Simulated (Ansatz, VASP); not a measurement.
## Two plane-wave programs on Se

Contents of INCAR:

```
SYSTEM = Se
PREC = Accurate ; ENCUT = 520
EDIFF = 1E-6 ; ISMEAR = -1
SIGMA = 0.08 ; LREAL = .FALSE.
LASPH = .TRUE. ; NELM = 100
ALGO = Normal ; ISIF = 2
LWAVE = .FALSE. ; LCHARG = .FALSE.
NBANDS = 9
```

File KPOINTS:

```
regular mesh
0
G
  13 13 13
  0 0 0
```

The input POSCAR:

```
Se
1.0
    2.3356550546      0.0000000000      0.0000000000
    0.0000000000      2.3356550546      0.0000000000
    0.0000000000      0.0000000000      2.3356550546
Se
1
Direct
    0.0000000000      0.0000000000      0.0000000000
```

Input for Ansatz:

```yaml
crystal:
  lattice:
    - [2.3356550546, 0.0, 0.0]
    - [0.0, 2.3356550546, 0.0]
    - [0.0, 0.0, 2.3356550546]
  atoms:
    - { symbol: Se, position: [0.0, 0.0, 0.0] }
kpoints:
  mp_grid: { grid: [13, 13, 13] }
scf:
  occupations: { method: fermi_dirac, width: 0.08 }
hamiltonian:
  xc: lda
  pseudopotentials: { kind: paw }
output:
  forces: true
  stress: true
  eigenvalues: true
  populations: true
```

Change from the starting cell: volume scaled by 0.6, PAW files.

Alike in both runs: task single point; functional LDA; k mesh 13 × 13 × 13; occupations fermi-dirac, width 0.08 eV; no spin polarisation.

```csv
,VASP,Ansatz
version,VASP 6.6.1,Ansatz 0.2.0
potentials or method,"VASP PAW LDA potentials, release 64 (Se)","PAW with Ansatz's default frozen-core files, scalar-relativistic"
plane-wave cutoff (eV),520,420
valence electrons in the cell,6,16
```

VASP gave:

* pressure (GPa): 123.9

Question: What did Ansatz give for the same quantities?

Answer: Pressure (GPa): 121.7.

LDA's correlation is that of Perdew and Zunger in VASP and of Perdew and Wang (1992) in Ansatz. Both programs put the cell under a high pressure, so it lies far from rest at this level. VASP's potentials hold 6 valence electrons a cell and Ansatz's 16, so a difference there can come from the potentials and not from the codes.

Noted on VASP's run: the cell as given lies far from equilibrium.
